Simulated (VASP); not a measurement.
Here is a VASP 6.6.1 calculation.

File INCAR:

```
PREC = Accurate
ENCUT = 600
EDIFF = 1E-7
ISMEAR = 0
SIGMA = 0.2
LREAL = F
LASPH = T
NELM = 200
ALGO = Normal
ISIF = 3
LWAVE = F
LCHARG = F
GGA = PE
IBRION = 2
NSW = 36
EDIFFG = -0.08
GGA_COMPAT = F
NELMIN = 4
LMAXMIX = 6
```

KPOINTS

```
regular mesh
0
Gamma
  3 3 2
```

POSCAR

```
Nd2CdC2
1.0
    5.2482182200      0.0000000000      0.0000000000
    0.0000000000      5.2482182200      0.0000000000
    0.0000000000      0.0000000000      7.4180396500
Nd Cd C
4 2 4
Direct
    0.5000000000      0.0000000000      0.7757203900
    0.0000000000      0.5000000000      0.2242796100
    0.5000000000      0.0000000000      0.3253603200
    0.0000000000      0.5000000000      0.6746396800
    0.0000000000      0.0000000000      0.5000000000
    0.5000000000      0.5000000000      0.5000000000
    0.2500000000      0.7500000000      0.5000000000
    0.7500000000      0.2500000000      0.5000000000
    0.7500000000      0.7500000000      0.5000000000
    0.2500000000      0.2500000000      0.5000000000
```

Potentials or basis: VASP PAW PBE potentials, release 64 (Nd_3, Cd, C), 4f in core.

The run is started by

```sh
$ cat potpaw_PBE.64/Nd_3/POTCAR potpaw_PBE.64/Cd/POTCAR potpaw_PBE.64/C/POTCAR > POTCAR
$ mpirun -np 1 vasp_std > vasp.out
```

Estimate the relaxed cell.

a = 6.278 Å, b = 6.278 Å, c = 6.520 Å, α = 90.00°, β = 90.00°, γ = 90.00°.

Predict the band gap on the k mesh.

zero (bands 42 and 43 overlap by 0.73 eV).

Forces on the atoms (eV/Å):
```
Nd   0.000  0.000 -0.064
Nd   0.000  0.000  0.064
Nd   0.000  0.000 -0.011
Nd   0.000  0.000  0.011
Cd   0.000  0.000  0.000
Cd   0.000  0.000  0.000
C    0.000  0.000  0.000
C    0.000  0.000  0.000
C    0.000  0.000  0.000
C    0.000  0.000  0.000
```

Caveat: the k points lie up to 0.48 Å⁻¹ apart in the final cell, too coarse for converged energies and pressures of a metal; spin-orbit coupling is left out, which moves the levels of the heavy elements; the 4f electrons are frozen in the core, so they carry no moment and show no levels; the relaxation stopped at a loose force limit of 0.08 eV/Å, so its end isn't a converged minimum. Spin polarisation is off, so any magnetic state and its effect on volume and gap are missing.
